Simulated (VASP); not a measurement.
# AgB2 (P6/mmm) in VASP: a series of runs

AgB2 is run at these levels: BLYP+D3(BJ), revPBE, PBE+D3(BJ); tasks: single point.

Everything below comes from runs of VASP 6.6.1. Logs are shortened: lines on timing, memory, paths and dates and some standing lists are left out, and cuts for length are marked.

**1. The cell of the first run**

The structure is hexagonal, space group P6/mmm (No. 191). The conventional cell has a = 2.822 Å, b = 2.822 Å, c = 3.661 Å, α = 90.00°, β = 90.00°, γ = 120.00°. Within 3.2 Å of Ag (site symmetry 6/mmm) lie 12 B at 2.45 Å and 6 Ag at 2.82 Å. Within 2.2 Å of B (site symmetry -6m2) lie 3 B at 1.63 Å.

**2. Single point, BLYP+D3(BJ)**

Input file INCAR:

```
AGGAC = 1.0
AGGAX = 1.0
ALDAC = 0.0
ALDAX = 1.0
ALGO = Normal
EDIFF = 1E-6
ENCUT = 520
GGA = B5
ISIF = 2
ISMEAR = 0
IVDW = 12
LASPH = True
LCHARG = False
LREAL = False
LWAVE = False
NBANDS = 16
NELM = 80
PREC = Accurate
SIGMA = 0.05
VDW_A1 = 0.4298
VDW_A2 = 4.2359
VDW_S6 = 1.0
VDW_S8 = 2.6996
```

Input file KPOINTS:

```
k-points
0
Gamma
  10 10 8
```

Input file POSCAR:

```
AgB2
1.0
    2.8222921206      0.0000000000      0.0000000000
   -1.4111460603      2.4441766734      0.0000000000
    0.0000000000      0.0000000000      3.6608638693
Ag B
1 2
Direct
    0.0000000000      0.0000000000      0.0000000000
    0.3333333333      0.6666666667      0.5000000000
    0.6666666667      0.3333333333      0.5000000000
```

Potentials or basis: VASP PAW PBE potentials, release 64 (Ag, B).

Run with:

```
$ cat potpaw_PBE.64/Ag/POTCAR potpaw_PBE.64/B/POTCAR > POTCAR
$ mpirun -np 1 vasp_std > vasp.out
```

OUTCAR:

```text
EDIFF = 1E-6
   ENCUT = 520
   GGA = B5
   ISIF = 2
   ISMEAR = 0
   IVDW = 12
   LASPH = True
   LREAL = False
   NELM = 80
   PREC = Accurate
 IVDW          = 12

 ion  position               nearest neighbor table
   1  0.000  0.000  0.000-   2 2.45   3 2.45   2 2.45   3 2.45   3 2.45   3 2.45   2 2.45   2 2.45
                             3 2.45   3 2.45   2 2.45   2 2.45
   2  0.333  0.667  0.500-   3 1.63   3 1.63   3 1.63   1 2.45   1 2.45   1 2.45   1 2.45   1 2.45
                             1 2.45
   3  0.667  0.333  0.500-   2 1.63   2 1.63   2 1.63   1 2.45   1 2.45   1 2.45   1 2.45   1 2.45
                             1 2.45

  LATTYP: Found a hexagonal cell.
 ALAT       =     2.8222921206
 C/A-ratio  =     1.2971243631

  Lattice vectors:

 A1 = (   2.8222921206,   0.0000000000,   0.0000000000)
 A2 = (  -1.4111460603,   2.4441766734,   0.0000000000)
 A3 = (   0.0000000000,   0.0000000000,   3.6608638693)

Analysis of symmetry for initial positions (statically):
=====================================================================
 Subroutine PRICEL returns:
 Original cell was already a primitive cell.

 Routine SETGRP: Setting up the symmetry group for a
 hexagonal supercell.

 Subroutine GETGRP returns: Found 24 space group operations
 (whereof 24 operations were pure point group operations)
 out of a pool of 24 trial point group operations.

The static configuration has the point symmetry D_6h.

Analysis of symmetry for dynamics (positions and initial velocities):
=====================================================================
 Subroutine PRICEL returns:
 Original cell was already a primitive cell.

 Routine SETGRP: Setting up the symmetry group for a
 hexagonal supercell.

 Subroutine GETGRP returns: Found 24 space group operations
 (whereof 24 operations were pure point group operations)
 out of a pool of 24 trial point group operations.

The dynamic configuration has the point symmetry D_6h.

 Subroutine INISYM returns: Found 24 space group operations
 (whereof 24 operations are pure point group operations),
 and found     1 'primitive' translations

----------------------------------------------------------------------------------------

                                     Primitive cell

  volume of cell :      25.2533

  direct lattice vectors                    reciprocal lattice vectors
     2.822292121  0.000000000  0.000000000     0.354321933  0.204567863  0.000000000
    -1.411146060  2.444176673  0.000000000     0.000000000  0.409135727  0.000000000
     0.000000000  0.000000000  3.660863869     0.000000000  0.000000000  0.273159570

  length of vectors
     2.822292121  2.822292121  3.660863869     0.409135727  0.409135727  0.273159570

  position of ions in fractional coordinates (direct lattice)
     0.000000000  0.000000000  0.000000000
     0.333333333  0.666666667  0.500000000
     0.666666667  0.333333333  0.500000000

  ion indices of the primitive-cell ions
   primitive index   ion index
                 1           1
                 2           2
                 3           3

----------------------------------------------------------------------------------------

 KPOINTS: k-points

Automatic generation of k-mesh.
 Grid dimensions read from file:
 generate k-points for:   10   10    8

 Generating k-lattice:

  Cartesian coordinates                     Fractional coordinates (reciprocal lattice)
     0.035432193  0.020456786  0.000000000     0.100000000 -0.000000000  0.000000000
     0.000000000  0.040913573  0.000000000     0.000000000  0.100000000  0.000000000
     0.000000000  0.000000000  0.034144946     0.000000000  0.000000000  0.125000000

  Length of vectors
     0.040913573  0.040913573  0.034144946

  Shift w.r.t. Gamma in fractional coordinates (k-lattice)
     0.000000000  0.000000000  0.000000000

 Subroutine IBZKPT returns following result:
 ===========================================

 Found     70 irreducible k-points:

 Following reciprocal coordinates:
            Coordinates               Weight
  0.000000  0.000000  0.000000      1.000000
  0.100000  0.000000  0.000000      6.000000
  0.200000  0.000000  0.000000      6.000000
  0.300000  0.000000  0.000000      6.000000
  0.400000  0.000000  0.000000      6.000000
  0.500000  0.000000  0.000000      3.000000
[... 16 lines left out ...]
  0.300000  0.100000  0.125000     24.000000
  0.400000  0.100000  0.125000     24.000000
 [... further k-points ...]
   k-points           NKPTS =     70   k-points in BZ     NKDIM =     70   number of bands    NBANDS=     16
   number of dos      NEDOS =    301   number of ions     NIONS =      3
   total plane-waves  NPLWV =  16128
   dimension x,y,z NGX =    24 NGY =   24 NGZ =   28
   dimension x,y,z NGXF=    48 NGYF=   48 NGZF=   56
   ions per type =               1   2
   NGX,Y,Z   is equivalent  to a cutoff of  14.14, 14.14, 12.72 a.u.
   NGXF,Y,Z  is equivalent  to a cutoff of  28.27, 28.27, 25.43 a.u.
 SYSTEM =  unknown system
   PREC   = accura    normal or accurate (medium, high low for compatibility)
   ISTART =      0    job   : 0-new  1-cont  2-samecut
   ICHARG =      2    charge: 1-file 2-atom 10-const
   ISPIN  =      1    spin polarized calculation?
   LNONCOLLINEAR =      F non collinear calculations
   LSORBIT =      F    spin-orbit coupling
   LASPH  =      T    aspherical Exc in radial PAW
   ENCUT  =  520.0 eV  38.22 Ry    6.18 a.u.   5.25  5.25  6.81*2*pi/ulx,y,z
   NELM   =     80;   NELMIN=  2; NELMDL= -5     # of ELM steps
   EDIFF  = 0.1E-05   stopping-criterion for ELM
   LREAL  =      F    real-space projection
   EDIFFG = 0.1E-04   stopping-criterion for IOM
   NSW    =      0    number of steps for IOM
   IBRION =     -1    ionic relax: 0-MD 1-quasi-New 2-CG
   NFREE  =      0    steps in history (QN), initial steepest desc. (CG)
   ISIF   =      2    stress and relaxation
   ISYM   =      2    0-nonsym 1-usesym 2-fastsym
   POTIM  = 0.5000    time-step for ionic-motion
   TEBEG  =    0.0;   TEEND  =   0.0 temperature during run
   PSTRESS=    0.0 pullay stress
   NELECT =      17.0000    total number of electrons
   NUPDOWN=      -1.0000    fix difference up-down
   EMIN   =  10.00;   EMAX   =-10.00  energy-range for DOS
   EFERMI =   0.00;   METHOD = LEGACY
   ISMEAR =     0;   SIGMA  =   0.05  broadening in eV -4-tet -1-fermi 0-gaus
   EFERMI_NEDOS =   21; number of points for ismear=-14 and -15
   IALGO  =     38    algorithm
   IMIX   =      4    mixing-type and parameters
     AMIX     =   0.40;   BMIX     =  1.00
     AMIX_MAG =   1.60;   BMIX_MAG =  1.00
  volume/ion in A,a.u.               =       8.42        56.81
  Fermi-wavevector in a.u.,A,eV,Ry     =   1.434779  2.711340 28.008838  2.058592
  Thomas-Fermi vector in A             =   2.554150
   LORBIT       =      0    0 simple, 1 ext, 2 COOP (PROOUT), +10 PAW based schemes
   GGA     = B5    functional components
   LHFCALC =     F    Hartree Fock is set to
   AEXX    =    0.0000 exact exchange contribution
   IVDW    =    12    specifies the selected vdW correction
   LEPSILON=     F    determine dielectric tensor
   LRPA    =     F    only Hartree local field effects (RPA)
 non-spin polarized calculation
 Gauss-broadening in eV      SIGMA  =   0.05
  energy-cutoff  :      520.00
  volume of cell :       25.25
 maximum number of plane-waves:       693
 NGX is ok and might be reduce to    24
   NGX = 11   NGY = 11   NGZ = 13

 number of electron      17.0000005 magnetization

 Free energy of the ion-electron system (eV)
  ---------------------------------------------------
  ext. energy  EPLUGINS =         0.00000000
  ---------------------------------------------------
  free energy    TOTEN  =       -11.21719904 eV

  energy without entropy =      -11.21517961  energy(sigma->0) =      -11.21618932

 E-fermi :  10.7770     XC(G=0): -12.5947

 val. band max:       10.7763209269   @ k =   0.3000   0.2000   0.2500
 cond. band min:      10.7778167321   @ k =   0.2000   0.0000   0.2500
 fundamental gap:      0.0014958052
 Fermi energy:        10.7770104476

 k-point     1 :       0.0000    0.0000    0.0000
  band No.  band energies     occupation
      1      -3.1662      2.00000
      2       3.6066      2.00000
      3       4.7453      2.00000
      4       4.7453      2.00000
      5       6.1634      2.00000
      6       6.1634      2.00000
[... 8 lines left out ...]
     15      30.0431      0.00000
     16      30.6501      0.00000

 k-point     2 :       0.1000    0.0000    0.0000
  band No.  band energies     occupation
      1      -2.9569      2.00000
      2       3.7661      2.00000
      3       4.6028      2.00000
      4       4.9047      2.00000
      5       5.1231      2.00000
      6       6.1235      2.00000
[... 8 lines left out ...]
     15      30.6704      0.00000
     16      30.7343      0.00000

 k-point     3 :       0.2000    0.0000    0.0000
  band No.  band energies     occupation
      1      -2.3437      2.00000
      2       3.9856      2.00000
      3       4.3177      2.00000
      4       4.3952      2.00000
      5       5.3496      2.00000
      6       6.0208      2.00000
[... 8 lines left out ...]
     15      29.4912      0.00000
     16      30.3439      0.00000

 k-point     4 :       0.3000    0.0000    0.0000
  band No.  band energies     occupation
      1      -1.3700      2.00000
      2       3.5741      2.00000
      3       3.7535      2.00000
      4       4.4800      2.00000
      5       5.8965      2.00000
      6       5.9787      2.00000
[... 8 lines left out ...]
     15      27.3887      0.00000
     16      29.3460      0.00000
[... 324 lines left out ...]
 k-point    22 :       0.2000    0.1000    0.1250
  band No.  band energies     occupation
      1      -1.6396      2.00000
      2       3.6868      2.00000
      3       4.0740      2.00000
      4       4.4529      2.00000
      5       5.6686      2.00000
      6       5.8428      2.00000
[... 8 lines left out ...]
     15      25.7503      0.00000
     16      29.5877      0.00000

 k-point    23 :       0.3000    0.1000    0.1250
  band No.  band energies     occupation
      1      -0.5529      2.00000
      2       3.0644      2.00000
      3       3.8412      2.00000
      4       4.4370      2.00000
      5       5.4380      2.00000
      6       6.3545      2.00000
[... 8 lines left out ...]
     15      25.9656      0.00000
     16      28.1241      0.00000

 k-point    24 :       0.4000    0.1000    0.1250
  band No.  band energies     occupation
      1       0.7419      2.00000
      2       2.0950      2.00000
      3       3.7733      2.00000
      4       4.0251      2.00000
      5       5.2664      2.00000
      6       6.7824      2.00000
[... 8 lines left out ...]
     15      26.7987      0.00000
     16      28.8852      0.00000

 [... further k-points ...]

------------------------ aborting loop because EDIFF is reached ----------------------------------------

 Edisp (eV)   -2.72689

 E8    (eV) :    -1.9064

  FORCE on cell =-STRESS in cart. coord.  units (eV):
  Direction    XX          YY          ZZ          XY          YZ          ZX
  --------------------------------------------------------------------------------------
  -------------------------------------------------------------------------------------
  Total       8.14427     8.14427     8.15913     0.00000    -0.00000     0.00000
  in kB     516.70737   516.70737   517.65018     0.00000    -0.00000     0.00000
  external pressure =      517.02 kB  Pullay stress =        0.00 kB

 VOLUME and BASIS-vectors are now :
 -----------------------------------------------------------------------------
  energy-cutoff  :      520.00
  volume of cell :       25.25
      direct lattice vectors                 reciprocal lattice vectors
     2.822292121  0.000000000  0.000000000     0.354321933  0.204567863  0.000000000
    -1.411146060  2.444176673  0.000000000     0.000000000  0.409135727  0.000000000
     0.000000000  0.000000000  3.660863869     0.000000000  0.000000000  0.273159570

 POSITION                                       TOTAL-FORCE (eV/Angst)
 -----------------------------------------------------------------------------------
      0.00000      0.00000      0.00000         0.000000      0.000000      0.000000
     -0.00000      1.62945      1.83043         0.000000      0.000000      0.000000
      1.41115      0.81473      1.83043        -0.000000      0.000000      0.000000
 -----------------------------------------------------------------------------------
    total drift:                               -0.000000      0.000000      0.000000

  FREE ENERGIE OF THE ION-ELECTRON SYSTEM (eV)
  ---------------------------------------------------
  free  energy   TOTEN  =       -13.9440863703 eV

  energy  without entropy=      -13.9420669338  energy(sigma->0) =      -13.94307665
```

Run time: 59 s. Hardware: 1 thread of AMD EPYC 7R13 (Zen 3), shared host; peak memory 0.14 GiB.

What came out:

- Free energy: -13.9441 eV
- Pressure: 51.7 GPa
- Dispersion energy per atom: -0.909 eV

Caveat: the PAW data sets were made with another functional, which shifts forces and pressure a little; pairwise dispersion overbinds metals, which lowers pressure and volume.

**3. Single point, revPBE**

This run uses another cell than the first one, of 9.43 Å³/atom, 1.120 times its volume.

Input file INCAR:

```
SYSTEM = AgB2
ALGO     = Normal         ! electronic algorithm
EDIFF    = 1E-7           ! SCF threshold, eV
ENCUT    = 520            ! plane-wave cutoff, eV
GGA      = RE             ! functional
ISIF     = 2              ! what is computed and relaxed
ISMEAR   = 0              ! smearing method
LASPH    = .True.         ! aspherical terms in the spheres
LCHARG   = .False.        ! write CHGCAR
LREAL    = .False.        ! projectors in reciprocal space
LWAVE    = .False.        ! write WAVECAR
NBANDS   = 16             ! bands
NELM     = 100            ! most SCF steps
PREC     = Accurate       ! precision mode
SIGMA    = 0.05           ! smearing width, eV
```

Input file KPOINTS:

```
k-points
0
Gamma
  10 10 8
  0 0 0
```

Input file POSCAR:

```
AgB2
1.0
    2.9318937919      0.0000000000      0.0000000000
   -1.4659468959      2.5390945050      0.0000000000
    0.0000000000      0.0000000000      3.7993478842
Ag B
1 2
Direct
    0.0000000000      0.0000000000      0.0000000000
    0.3333333333      0.6666666667      0.5000000000
    0.6666666667      0.3333333333      0.5000000000
```

Potentials or basis: VASP PAW PBE potentials, release 64 (Ag, B).

Run with:

```
$ cat potpaw_PBE.64/Ag/POTCAR potpaw_PBE.64/B/POTCAR > POTCAR
$ mpirun -np 1 vasp_std > vasp.out
```

Wall time 41 s (1 thread of AMD EPYC 7R13 (Zen 3), shared host); peak memory 0.13 GiB.

The run converged. Its results:

* Free energy: -13.3659 eV
* Pressure: 27.0 GPa

Stress tensor (GPa, compression positive):
```
27.08  0.00  0.00
 0.00 27.08  0.00
 0.00  0.00 26.98
```

Levels at points of the mesh, in eV from the Fermi level:
```tsv
k point	band 5	band 6	band 7	band 8	band 9	band 10	band 11	band 12
(0.00, 0.00, 0.00)	-4.21	-4.21	-4.16	1.33	1.33	2.34	7.55	7.55
(0.50, 0.00, 0.00)	-4.54	-3.56	-2.68	-2.08	2.49	3.44	4.41	6.81
(0.00, 0.00, 0.50)	-5.16	-4.43	-4.43	0.84	0.84	9.09	9.15	9.19
(0.50, 0.00, 0.50)	-4.29	-3.55	-3.23	-2.34	-0.18	1.47	6.62	10.36
```

Caveat: the PAW data sets were made with another functional, which shifts forces and pressure a little.

**4. Single point, PBE+D3(BJ)**

This run uses another cell than the first one, of 9.43 Å³/atom, 1.120 times its volume.

Input file INCAR:

```
  PREC = Accurate
  ENCUT = 520
  EDIFF = 1E-7
  ISMEAR = 0
  SIGMA = 0.05
  LREAL = False
  LASPH = True
  NELM = 80
  ALGO = Normal
  ISIF = 2
  LWAVE = False
  LCHARG = False
  GGA = PE
  IVDW = 12
  NBANDS = 16
```

Input file KPOINTS:

```
Automatic mesh
0
Gamma
  10 10 8
```

Input file POSCAR:

```
AgB2
1.0
    2.9303206500      0.0000000000      0.0000000000
   -1.4651603250      2.5377321241      0.0000000000
    0.0000000000      0.0000000000      3.8034283372
Ag B
1 2
Direct
    0.0000000000      0.0000000000      0.0000000000
    0.3333333333      0.6666666667      0.5000000000
    0.6666666667      0.3333333333      0.5000000000
```

Run with:

```
$ cat potpaw_PBE.64/Ag/POTCAR potpaw_PBE.64/B/POTCAR > POTCAR
$ mpirun -np 1 vasp_std > vasp.out
```

Run time: 47 s. Hardware: 1 thread of AMD EPYC 7R13 (Zen 3), shared host; peak memory 0.14 GiB.

It converged, with:

* Free energy: -15.4274 eV
* Pressure: 17.3 GPa
* Dispersion energy per atom: -0.371 eV

Stress tensor (GPa, compression positive):
```
17.38  0.00  0.00
 0.00 17.38  0.00
 0.00  0.00 17.24
```

Levels at points of the mesh, in eV from the Fermi level:
| k point | band 5 | band 6 | band 7 | band 8 | band 9 | band 10 | band 11 | band 12 |
| --- | --- | --- | --- | --- | --- | --- | --- | --- |
| (0.00, 0.00, 0.00) | -4.20 | -4.20 | -4.17 | 1.33 | 1.33 | 2.31 | 7.57 | 7.57 |
| (0.50, 0.00, 0.00) | -4.53 | -3.55 | -2.67 | -2.07 | 2.48 | 3.43 | 4.38 | 6.80 |
| (0.00, 0.00, 0.50) | -5.17 | -4.42 | -4.42 | 0.84 | 0.84 | 9.06 | 9.07 | 9.20 |
| (0.50, 0.00, 0.50) | -4.29 | -3.54 | -3.23 | -2.33 | -0.19 | 1.46 | 6.66 | 10.30 |

Caveat: three body term missing; pairwise dispersion overbinds metals, which lowers pressure and volume.

**5. Summary**

| level | cell | gap on the mesh (eV) | pressure (GPa) |
| --- | --- | --- | --- |
| BLYP+D3(BJ) | a = 2.822, b = 2.822, c = 3.661 Å, angles 90.0, 90.0, 120.0°, 3 atoms | none | 51.7 |
| revPBE | a = 2.932, b = 2.932, c = 3.799 Å, angles 90.0, 90.0, 120.0°, 3 atoms | none | 27.0 |
| PBE+D3(BJ) | a = 2.930, b = 2.930, c = 3.803 Å, angles 90.0, 90.0, 120.0°, 3 atoms | none | 17.3 |

Alike in all rows: task single point; potentials or basis VASP PAW PBE potentials, release 64 (Ag, B); no spin polarisation; k mesh 10 × 10 × 8; cutoff (eV) 520; smearing gaussian 0.05 eV.

Caveats: the PAW data sets were made with another functional, which shifts forces and pressure a little (some runs); pairwise dispersion overbinds metals, which lowers pressure and volume (some runs); three body term missing (some runs).

Absolute energies hang on the potentials; compare differences alone.
